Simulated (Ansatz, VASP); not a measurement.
Two plane-wave programs on Rh

The input POSCAR:

```
Rh
1.0
    0.0000000000      2.8375834864      2.8375834864
    2.8375834864      0.0000000000      2.8375834864
    2.8375834864      2.8375834864      0.0000000000
Rh
2
Direct
    0.1250000000      0.1250000000      0.1250000000
    0.8750000000      0.8750000000      0.8750000000
```

File INCAR.step1:

```
ALGO = Normal
EDIFF = 1E-4
ENCUT = 520
GGA = PE
ISMEAR = -1
LASPH = T
LCHARG = F
LREAL = F
LWAVE = T
NBANDS = 22
NELM = 80
PREC = Accurate
SIGMA = 0.1
```

Contents of INCAR.step2:

```
ALGO = Normal
EDIFF = 1E-6
ENCUT = 520
ISIF = 2
ISMEAR = -1
ISTART = 1
LASPH = T
LCHARG = F
LMIXTAU = T
LREAL = F
LWAVE = F
METAGGA = R2SCAN
NBANDS = 22
NELM = 80
PREC = Accurate
SIGMA = 0.1
```

KPOINTS

```
k-points
0
Gamma
  11 11 11
```

Input for Ansatz:

```yaml
crystal:
  lattice:
    - [0.0, 2.8375834864, 2.8375834864]
    - [2.8375834864, 0.0, 2.8375834864]
    - [2.8375834864, 2.8375834864, 0.0]
  atoms:
    - { symbol: Rh, position: [0.125, 0.125, 0.125] }
    - { symbol: Rh, position: [0.875, 0.875, 0.875] }
hamiltonian:
  xc: r2scan
  pseudopotentials:
    kind: paw
    azcp:
      Rh: "pseudopotentials/Rh.paw.azcp"
basis:
  ecutwfc: 500
  fft_grid_basis: typed
kpoints:
  mp_grid: { grid: [11, 11, 11], shift: [0, 0, 0] }
magnetization:
  spin_polarized: false
scf:
  occupations: { method: fermi_dirac, width: 0.1 }
  lower_state_search: "off"
output:
  stress: true
```

Alike in both runs: task single point; functional r2SCAN; k mesh 11 × 11 × 11; occupations fermi-dirac, width 0.1 eV; no spin polarisation.

|  | VASP | Ansatz |
| --- | --- | --- |
| version | VASP 6.6.1 | Ansatz 0.2.0 |
| potentials or method | VASP PAW PBE potentials, release 64 (Rh_pv), cutoff 520 eV | plane waves (500 eV) with PAW, scalar-relativistic |
| valence electrons in the cell | 30 | 34 |

```tsv
	VASP	Ansatz	Ansatz less VASP
pressure (GPa)	-11.8	-12.1	-0.36
```

VASP's potentials were made for PBE, not for r2SCAN. With one functional, cell and mesh, what is left measures potentials, basis and numerics. VASP's potentials hold 30 valence electrons a cell and Ansatz's 34, so a difference there can come from the potentials and not from the codes.
